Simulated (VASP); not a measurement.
Here is a VASP 6.6.1 calculation.

Contents of INCAR:

```
PREC = Accurate ; ENCUT = 520
EDIFF = 1E-6 ; ISMEAR = -1
SIGMA = 0.05 ; LREAL = F
LASPH = T ; NELM = 80
ALGO = Fast ; ISIF = 2
LWAVE = F ; LCHARG = F
NBANDS = 11
```

Contents of KPOINTS:

```
Automatic mesh
0
Gamma
  8 8 8
```

The input POSCAR:

```
Sr
1.0
    0.0000000000      3.1020190703      3.1020190703
    3.1020190703      0.0000000000      3.1020190703
    3.1020190703      3.1020190703      0.0000000000
Sr
1
Direct
    0.0000000000      0.0000000000      0.0000000000
```

Potentials or basis: VASP PAW LDA potentials, release 64 (Sr_sv).

The run is started by

```console
$ cat potpaw_LDA.64/Sr_sv/POTCAR > POTCAR
$ mpirun -np 1 vasp_std > vasp.out
```

Question: What does it give for the band gap on the k mesh?

Answer: Zero (band 5 reaches 1.27 eV, above the bottom of band 6 at 1.18 eV).

Question: What does it give for the pressure?

Answer: -2.0 GPa.
